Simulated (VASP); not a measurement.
# HfMo in VASP: a series of runs

The runs below take HfMo through single point, with PBEsol, PBE.

Everything below comes from runs of VASP 6.6.1. Logs are shortened: lines on timing, memory, paths and dates and some standing lists are left out, and cuts for length are marked.

### 1 The cell of the first run

The structure is orthorhombic, space group Cmmm (No. 65). Conventional cell: a = 3.342 Å, b = 4.945 Å, c = 4.447 Å, α = 90.00°, β = 90.00°, γ = 90.00°. Hf (site symmetry mmm) has 8 Mo at 2.78 to 3.33 Å and 6 Hf at 2.98 to 3.34 Å within 3.7 Å. Within 3.7 Å of Mo (site symmetry mmm) lie 8 Hf at 2.78 to 3.33 Å and 6 Mo at 2.98 to 3.34 Å.

### 2 Single point, PBEsol

File INCAR:

```
SYSTEM = HfMo
ALGO = Normal
EDIFF = 1E-6
ENCUT = 500
GGA = PS
GGA_COMPAT = .False.
ISIF = 2
ISMEAR = 0
LASPH = .True.
LCHARG = .False.
LREAL = .False.
LWAVE = .False.
NBANDS = 19
NELM = 120
PREC = Accurate
SIGMA = 0.05
```

File KPOINTS:

```
k-points
0
Gamma
  8 8 5
  0 0 0
```

File POSCAR:

```
HfMo
1.0
    1.6712035000     -2.4724670000      0.0000000000
    1.6712035000      2.4724670000      0.0000000000
    0.0000000000      0.0000000000      4.4470110000
Hf Mo
1 1
Direct
    0.0000000000      0.0000000000      0.0000000000
    0.5000000000      0.5000000000      0.5000000000
```

Potentials or basis: VASP PAW PBE potentials, release 64 (Hf_pv, Mo_sv).

Run with:

```console
cat potpaw_PBE.64/Hf_pv/POTCAR potpaw_PBE.64/Mo_sv/POTCAR > POTCAR
mpirun -np 1 vasp_std > vasp.out
```

OUTCAR:

```text
SYSTEM = HfMo
   EDIFF = 1E-6
   ENCUT = 500
   GGA = PS
   ISIF = 2
   ISMEAR = 0
   LASPH = .True.
   LREAL = .False.
   NELM = 120
   PREC = Accurate

 ion  position               nearest neighbor table
   1  0.000  0.000  0.000-   2 2.78   2 2.78   2 2.78   2 2.78   2 3.33   2 3.33   2 3.33   2 3.33

   2  0.500  0.500  0.500-   1 2.78   1 2.78   1 2.78   1 2.78   1 3.33   1 3.33   1 3.33   1 3.33

  LATTYP: Found a base centered orthorhombic cell.
 ALAT       =     3.3424070000
 B/A-ratio  =     1.4794529810
 C/A-ratio  =     1.3304815960

  Lattice vectors:

 A1 = (   1.6712035000,  -2.4724670000,   0.0000000000)
 A2 = (   1.6712035000,   2.4724670000,   0.0000000000)
 A3 = (   0.0000000000,   0.0000000000,   4.4470110000)

Analysis of symmetry for initial positions (statically):
=====================================================================
 Subroutine PRICEL returns:
 Original cell was already a primitive cell.

 Routine SETGRP: Setting up the symmetry group for a
 base centered orthorhombic supercell.

 Subroutine GETGRP returns: Found  8 space group operations
 (whereof  8 operations were pure point group operations)
 out of a pool of  8 trial point group operations.

The static configuration has the point symmetry D_2h.

Analysis of symmetry for dynamics (positions and initial velocities):
=====================================================================
 Subroutine PRICEL returns:
 Original cell was already a primitive cell.

 Routine SETGRP: Setting up the symmetry group for a
 base centered orthorhombic supercell.

 Subroutine GETGRP returns: Found  8 space group operations
 (whereof  8 operations were pure point group operations)
 out of a pool of  8 trial point group operations.

The dynamic configuration has the point symmetry D_2h.

 Subroutine INISYM returns: Found  8 space group operations
 (whereof  8 operations are pure point group operations),
 and found     1 'primitive' translations

----------------------------------------------------------------------------------------

                                     Primitive cell

  volume of cell :      36.7501

  direct lattice vectors                    reciprocal lattice vectors
     1.671203500 -2.472467000  0.000000000     0.299185587 -0.202227168  0.000000000
     1.671203500  2.472467000  0.000000000     0.299185587  0.202227168  0.000000000
     0.000000000  0.000000000  4.447011000     0.000000000  0.000000000  0.224870143

  length of vectors
[... 76 lines left out ...]
   ISPIN  =      1    spin polarized calculation?
   LNONCOLLINEAR =      F non collinear calculations
   LSORBIT =      F    spin-orbit coupling
   LASPH  =      T    aspherical Exc in radial PAW
   ENCUT  =  500.0 eV  36.75 Ry    6.06 a.u.   5.44  5.44  8.11*2*pi/ulx,y,z
   NELM   =    120;   NELMIN=  2; NELMDL= -5     # of ELM steps
   EDIFF  = 0.1E-05   stopping-criterion for ELM
   LREAL  =      F    real-space projection
   EDIFFG = 0.1E-04   stopping-criterion for IOM
   NSW    =      0    number of steps for IOM
   IBRION =     -1    ionic relax: 0-MD 1-quasi-New 2-CG
   NFREE  =      0    steps in history (QN), initial steepest desc. (CG)
   ISIF   =      2    stress and relaxation
   ISYM   =      2    0-nonsym 1-usesym 2-fastsym
   POTIM  = 0.5000    time-step for ionic-motion
   TEBEG  =    0.0;   TEEND  =   0.0 temperature during run
   PSTRESS=    0.0 pullay stress
   NELECT =      24.0000    total number of electrons
   NUPDOWN=      -1.0000    fix difference up-down
   EMIN   =  10.00;   EMAX   =-10.00  energy-range for DOS
   EFERMI =   0.00;   METHOD = LEGACY
   ISMEAR =     0;   SIGMA  =   0.05  broadening in eV -4-tet -1-fermi 0-gaus
   EFERMI_NEDOS =   21; number of points for ismear=-14 and -15
   IALGO  =     38    algorithm
   IMIX   =      4    mixing-type and parameters
     AMIX     =   0.40;   BMIX     =  1.00
     AMIX_MAG =   1.60;   BMIX_MAG =  1.00
  volume/ion in A,a.u.               =      18.38       124.00
  Fermi-wavevector in a.u.,A,eV,Ry     =   1.420341  2.684055 27.447958  2.017368
  Thomas-Fermi vector in A             =   2.541266
   LORBIT       =      0    0 simple, 1 ext, 2 COOP (PROOUT), +10 PAW based schemes
   GGA     = PS    functional components
   LHFCALC =     F    Hartree Fock is set to
   AEXX    =    0.0000 exact exchange contribution
   IVDW    =     0    specifies the selected vdW correction
   LEPSILON=     F    determine dielectric tensor
   LRPA    =     F    only Hartree local field effects (RPA)
 non-spin polarized calculation
 Gauss-broadening in eV      SIGMA  =   0.05
  energy-cutoff  :      500.00
  volume of cell :       36.75
 maximum number of plane-waves:       946
 NGX is ok and might be reduce to    24
   NGX = 11   NGY = 11   NGZ = 17

 number of electron      23.9999999 magnetization

 Free energy of the ion-electron system (eV)
  ---------------------------------------------------
  ext. energy  EPLUGINS =         0.00000000
  ---------------------------------------------------
  free energy    TOTEN  =       -22.11846881 eV

  energy without entropy =      -22.11567174  energy(sigma->0) =      -22.11707027

 E-fermi :   7.7171     XC(G=0): -12.4578

 val. band max:        7.7039800466   @ k =   0.5000   0.0000   0.0000
 cond. band min:       7.7259584010   @ k =   0.1250   0.0000   0.0000
 fundamental gap:      0.0219783544
 Fermi energy:         7.7170805396

 k-point     1 :       0.0000    0.0000    0.0000
  band No.  band energies     occupation
      1     -52.5730      2.00000
      2     -26.7567      2.00000
      3     -26.5015      2.00000
      4     -26.4340      2.00000
      5     -21.9680      2.00000
      6     -21.7529      2.00000
[... 505 lines left out ...]
      6     -21.9845      2.00000
[... 11 lines left out ...]
     18      12.7680      0.00000
     19      16.3755      0.00000

 [... further k-points ...]
[... 5 lines left out ...]
  --------------------------------------------------------------------------------------
  -------------------------------------------------------------------------------------
  Total       -1.7419800     -1.3355119     -1.4445976      0.0000000      0.0000000      0.0000000
  in kB      -75.9443934    -58.2237690    -62.9795316      0.0000000      0.0000000      0.0000000
  external PRESSURE =     -65.7158980 kB  Pullay stress =       0.0000000 kB

 VOLUME and BASIS-vectors are now :
 -----------------------------------------------------------------------------
  energy-cutoff  :      500.00
  volume of cell :       36.75
      direct lattice vectors                 reciprocal lattice vectors
     1.671203500 -2.472467000  0.000000000     0.299185587 -0.202227168  0.000000000
     1.671203500  2.472467000  0.000000000     0.299185587  0.202227168  0.000000000
     0.000000000  0.000000000  4.447011000     0.000000000  0.000000000  0.224870143

 POSITION                                       TOTAL-FORCE (eV/Angst)
 -----------------------------------------------------------------------------------
      0.00000      0.00000      0.00000        -0.000000      0.000000      0.000000
      1.67120      0.00000      2.22351         0.000000      0.000000      0.000000
 -----------------------------------------------------------------------------------
    total drift:                                0.000000      0.000000     -0.000000

  FREE ENERGIE OF THE ION-ELECTRON SYSTEM (eV)
  ---------------------------------------------------
  free  energy   TOTEN  =       -22.1184688127 eV

  energy  without entropy=      -22.1156717354  energy(sigma->0) =      -22.11707027
```

OSZICAR:

```text
N       E                     dE             d eps       ncg     rms          rms(c)
DAV:   1     0.162076059990E+03    0.16208E+03   -0.14082E+04  2402   0.122E+03
DAV:   2    -0.190898115792E+02   -0.18117E+03   -0.17757E+03  2795   0.349E+02
DAV:   3    -0.231251856983E+02   -0.40354E+01   -0.39772E+01  2840   0.459E+01
DAV:   4    -0.231537406253E+02   -0.28555E-01   -0.28515E-01  2690   0.397E+00
DAV:   5    -0.231539554928E+02   -0.21487E-03   -0.21486E-03  2692   0.347E-01    0.569E+01
DAV:   6    -0.224758850005E+02    0.67807E+00   -0.46835E+00  2606   0.122E+01    0.265E+01
DAV:   7    -0.231000385324E+02   -0.62415E+00   -0.13659E+01  2570   0.113E+01    0.213E+01
DAV:   8    -0.221206179648E+02    0.97942E+00   -0.62598E+00  2590   0.100E+01    0.343E+00
DAV:   9    -0.221192414186E+02    0.13765E-02   -0.67145E-02  2551   0.187E+00    0.117E+00
DAV:  10    -0.221184780361E+02    0.76338E-03   -0.33857E-03  2742   0.315E-01    0.122E-01
DAV:  11    -0.221184721861E+02    0.58500E-05   -0.14963E-04  2694   0.918E-02    0.101E-01
DAV:  12    -0.221184694825E+02    0.27036E-05   -0.57846E-06  2239   0.125E-02    0.331E-02
DAV:  13    -0.221184688127E+02    0.66986E-06   -0.40565E-06  2568   0.129E-02
   1 F= -.22118469E+02 E0= -.22117070E+02  d E =-.279708E-02
```

Wall time 33 s (1 thread of Oxide Virtual Turin-like, shared host); peak memory 0.14 GiB.

Results:

| Item | Value |
| --- | --- |
| Free energy | -22.1185 eV |
| Pressure | -6.6 GPa |
| Band gap on the k mesh | zero (bands 12 and 13 overlap by 2.12 eV) |

Stress tensor (GPa, compression positive):
```
-7.59  0.00  0.00
 0.00 -5.82  0.00
 0.00  0.00 -6.30
```

Caveat: the cell stands under tension; the PAW data sets were made with another functional, which shifts forces and pressure a little; spin-orbit coupling is left out, which moves the levels of the heavy elements.

### 3 Single point, PBEsol

File INCAR:

```
PREC = Accurate
ENCUT = 500
EDIFF = 1E-6
ISMEAR = 0
SIGMA = 0.05
LREAL = F
LASPH = T
NELM = 120
ALGO = Normal
ISIF = 2
LWAVE = F
LCHARG = F
GGA = PS
NBANDS = 19
GGA_COMPAT = F
```

File KPOINTS:

```
Automatic mesh
0
Gamma
  8 8 5
```

POSCAR is that of step 2.

Potentials or basis: VASP PAW PBE potentials, release 64 (Hf_pv, Mo_sv).

Run with:

```console
cat potpaw_PBE.64/Hf_pv/POTCAR potpaw_PBE.64/Mo_sv/POTCAR > POTCAR
mpirun -np 1 vasp_std > vasp.out
```

Wall time 46 s (1 thread of Oxide Virtual Turin-like, shared host); peak memory 0.14 GiB.

It converged, with:

| Property | Result |
| --- | --- |
| Free energy | -22.1185 eV |
| Pressure | -6.6 GPa |
| Band gap on the k mesh | zero (bands 12 and 13 overlap by 2.12 eV) |

Stress tensor (GPa, compression positive):
```
-7.59  0.00  0.00
 0.00 -5.82  0.00
 0.00  0.00 -6.30
```

Levels at points of the mesh, in eV from the Fermi level:
```
           k point  band 9  band 10  band 11  band 12  band 13  band 14  band 15  band 16
(0.00, 0.00, 0.00)   -3.97    -1.70    -0.50    -0.02     1.51     1.83     2.52     2.70
(0.50, 0.00, 0.00)   -2.73    -1.51    -1.03    -0.46    -0.01     1.28     2.46     4.27
(0.50, 0.50, 0.00)   -3.79    -3.65    -1.96     1.05     3.42     3.74     4.88     5.81
```

Caveat: the cell stands under tension; the PAW data sets were made with another functional, which shifts forces and pressure a little; spin-orbit coupling is left out, which moves the levels of the heavy elements.

### 4 Single point, PBEsol

File INCAR:

```
SYSTEM = HfMo
PREC = Accurate
ENCUT = 500
EDIFF = 1E-6
ISMEAR = 1
SIGMA = 0.1
LREAL = .FALSE.
LASPH = .TRUE.
NELM = 120
ALGO = Normal
ISIF = 2
LWAVE = .FALSE.
LCHARG = .TRUE.
GGA = PS
LELF = .TRUE.
LVHAR = .TRUE.
NBANDS = 19
GGA_COMPAT = .FALSE.
```

File KPOINTS:

```
regular mesh
0
G
  7 7 5
  0 0 0
```

File POSCAR:

```
HfMo
1.0
    1.6712035000     -2.4724670000      0.0000000000
    1.6712035000      2.4724670000      0.0000000000
    0.0000000000      0.0000000000      4.4470110000
Hf Mo
1 1
Direct
   -0.0089450000     -0.0113060000      0.0022800000
    0.4941130000      0.4945280000      0.5141880000
```

Run with:

```console
cat potpaw_PBE.64/Hf_pv/POTCAR potpaw_PBE.64/Mo_sv/POTCAR > POTCAR
mpirun -np 1 vasp_std > vasp.out
```

It took 87 s on 1 thread of Oxide Virtual Turin-like, shared host; peak memory 0.18 GiB.

Results (log left out):

```yaml
Free_energy: -22.0991 eV
Pressure: -5.9 GPa
Largest_force: 0.373 eV/Å
Band_gap_on_the_k_mesh: zero (bands 12 and 13 overlap by 1.75 eV)
```

Forces on the atoms (eV/Å):
```
Hf   0.095  0.012  0.361
Mo  -0.095 -0.012 -0.361
```

Stress tensor (GPa, compression positive):
```
-5.53  0.00  0.08
 0.00 -6.39  0.00
 0.08  0.00 -5.71
```

Levels at points of the mesh, in eV from the Fermi level:
| k point | band 9 | band 10 | band 11 | band 12 | band 13 | band 14 | band 15 | band 16 |
| --- | --- | --- | --- | --- | --- | --- | --- | --- |
| (0.00, 0.00, 0.00) | -3.91 | -1.64 | -0.46 | 0.03 | 1.57 | 1.88 | 2.51 | 2.85 |

Caveat: the cell stands under tension; the PAW data sets were made with another functional, which shifts forces and pressure a little; spin-orbit coupling is left out, which moves the levels of the heavy elements.

### 5 Single point, PBE

File INCAR:

```
PREC = Accurate ; ENCUT = 500
EDIFF = 1E-6 ; ISMEAR = 0
SIGMA = 0.1 ; LREAL = F
LASPH = T ; NELM = 120
ALGO = Normal ; ISIF = 2
LWAVE = F ; LCHARG = F
GGA = PE ; NBANDS = 19
GGA_COMPAT = F
```

File KPOINTS:

```
Automatic mesh
0
Gamma
  7 7 5
```

POSCAR is that of step 4.

Potentials or basis: VASP PAW PBE potentials, release 64 (Hf_pv, Mo_sv).

Run with:

```console
cat potpaw_PBE.64/Hf_pv/POTCAR potpaw_PBE.64/Mo_sv/POTCAR > POTCAR
mpirun -np 1 vasp_std > vasp.out
```

OUTCAR:

```text
PREC = Accurate
   ENCUT = 500
   EDIFF = 1E-6
   ISMEAR = 0
   LREAL = F
   LASPH = T
   NELM = 120
   ISIF = 2
   GGA = PE

 ion  position               nearest neighbor table
   1  0.991  0.989  0.002-   2 2.73   2 2.75   2 2.82   2 2.83   2 3.28   2 3.30   2 3.36   2 3.37

   2  0.494  0.495  0.514-   1 2.73   1 2.75   1 2.82   1 2.83   1 3.28   1 3.30   1 3.36   1 3.37

  LATTYP: Found a base centered orthorhombic cell.
 ALAT       =     3.3424070000
 B/A-ratio  =     1.4794529810
 C/A-ratio  =     1.3304815960

  Lattice vectors:
[... 192 lines left out ...]
      4     -26.3376      2.00000
      5     -21.8986      2.00000
      6     -21.6862      2.00000
[... 505 lines left out ...]
      6     -22.0734      2.00000
[... 11 lines left out ...]
     18      15.2432      0.00000
     19      15.3254      0.00000

 [... further k-points ...]
[... 5 lines left out ...]
  --------------------------------------------------------------------------------------
  -------------------------------------------------------------------------------------
  Total        0.1735445     -0.1515155      0.1978778     -0.0009395      0.0010103      0.0177663
  in kB        7.5659474     -6.6055582      8.6267957     -0.0409592      0.0440447      0.7745492
  external PRESSURE =       3.1957283 kB  Pullay stress =       0.0000000 kB

 VOLUME and BASIS-vectors are now :
 -----------------------------------------------------------------------------
  energy-cutoff  :      500.00
  volume of cell :       36.75
      direct lattice vectors                 reciprocal lattice vectors
     1.671203500 -2.472467000  0.000000000     0.299185587 -0.202227168  0.000000000
     1.671203500  2.472467000  0.000000000     0.299185587  0.202227168  0.000000000
     0.000000000  0.000000000  4.447011000     0.000000000  0.000000000  0.224870143

 POSITION                                       TOTAL-FORCE (eV/Angst)
 -----------------------------------------------------------------------------------
      3.30856     -0.00584      0.01014         0.099491      0.012036      0.384632
      1.65222      0.00103      2.28660        -0.099491     -0.012036     -0.384632
 -----------------------------------------------------------------------------------
    total drift:                               -0.000074     -0.000043      0.000133

  FREE ENERGIE OF THE ION-ELECTRON SYSTEM (eV)
  ---------------------------------------------------
  free  energy   TOTEN  =       -20.6836653708 eV

  energy  without entropy=      -20.6707952270  energy(sigma->0) =      -20.67723030
```

OSZICAR:

```text
N       E                     dE             d eps       ncg     rms          rms(c)
DAV:   1     0.167741566722E+03    0.16774E+03   -0.14224E+04  4682   0.122E+03
DAV:   2    -0.174375263510E+02   -0.18518E+03   -0.18194E+03  5513   0.354E+02
DAV:   3    -0.215491376137E+02   -0.41116E+01   -0.40398E+01  5451   0.464E+01
DAV:   4    -0.215796333543E+02   -0.30496E-01   -0.30456E-01  5153   0.411E+00
DAV:   5    -0.215798782959E+02   -0.24494E-03   -0.24493E-03  5366   0.364E-01    0.565E+01
DAV:   6    -0.209712474018E+02    0.60863E+00   -0.36602E+00  5011   0.112E+01    0.270E+01
DAV:   7    -0.216113940990E+02   -0.64015E+00   -0.11915E+01  5042   0.105E+01    0.210E+01
DAV:   8    -0.206840138130E+02    0.92738E+00   -0.59138E+00  4982   0.964E+00    0.360E+00
DAV:   9    -0.206845884529E+02   -0.57464E-03   -0.59553E-02  5041   0.173E+00    0.129E+00
DAV:  10    -0.206836521427E+02    0.93631E-03   -0.40606E-03  5346   0.375E-01    0.140E-01
DAV:  11    -0.206836690485E+02   -0.16906E-04   -0.14165E-04  5144   0.915E-02    0.102E-01
DAV:  12    -0.206836653267E+02    0.37218E-05   -0.11221E-05  5286   0.175E-02    0.221E-02
DAV:  13    -0.206836653708E+02   -0.44100E-07   -0.24863E-06  4475   0.104E-02
   1 F= -.20683665E+02 E0= -.20677230E+02  d E =-.128701E-01
```

stdout:

```text
POSCAR found type information on POSCAR HfMo
 POSCAR found :  2 types and       2 ions
 scaLAPACK will be used
 LDA part: xc-table for (Slater+PW92), standard interpolation
 POSCAR, INCAR and KPOINTS ok, starting setup
 FFT: planning ... GRIDC
 FFT: planning ... GRID_SOFT
 FFT: planning ... GRID
 WAVECAR not read
 entering main loop
```

Wall time 88 s (1 thread of Oxide Virtual Turin-like, shared host); peak memory 0.18 GiB.

Results:

```
Free energy            : -20.6837 eV
Pressure               : 0.3 GPa
Largest force          : 0.397 eV/Å
Band gap on the k mesh : zero (bands 12 and 13 overlap by 1.76 eV)
```

Forces in eV/Å, atoms in the order of the input:
```
Hf   0.099  0.012  0.385
Mo  -0.099 -0.012 -0.385
```

Levels at points of the mesh, in eV from the Fermi level:
```tsv
k point	band 8	band 9	band 10	band 11	band 12	band 13	band 14	band 15	band 16	band 17
(0.00, 0.00, 0.00)	-6.89	-3.89	-1.63	-0.46	0.04	1.58	1.89	2.52	2.84	4.70
```

Caveat: spin-orbit coupling is left out, which moves the levels of the heavy elements.

### 6 Summary

```csv
level,cell,k mesh,smearing,gap on the mesh (eV),pressure (GPa),largest force (eV/Å)
PBEsol,"as given, atomic positions A",8 × 8 × 5,gaussian 0.05 eV,none,-6.6,-
PBEsol,"as given, atomic positions B",7 × 7 × 5,methfessel-paxton 0.1 eV,none,-5.9,0.37
PBE,"as given, atomic positions B",7 × 7 × 5,gaussian 0.1 eV,none,0.3,0.40
```

Alike in all rows: task single point; potentials or basis VASP PAW PBE potentials, release 64 (Hf_pv, Mo_sv); no spin polarisation; cutoff (eV) 500.

The pressure there spans -6.6 GPa (PBEsol) to 0.3 GPa (PBE); a positive pressure means that this level wants a larger cell, a negative one a smaller.

Caveats: spin-orbit coupling is left out, which moves the levels of the heavy elements; the cell stands under tension (at least some runs); the PAW data sets were made with another functional, which shifts forces and pressure a little (at least some runs).

Absolute energies hang on the potentials; compare differences alone.

The gap in the log of VASP goes by the Fermi energy; the results here count the filled bands.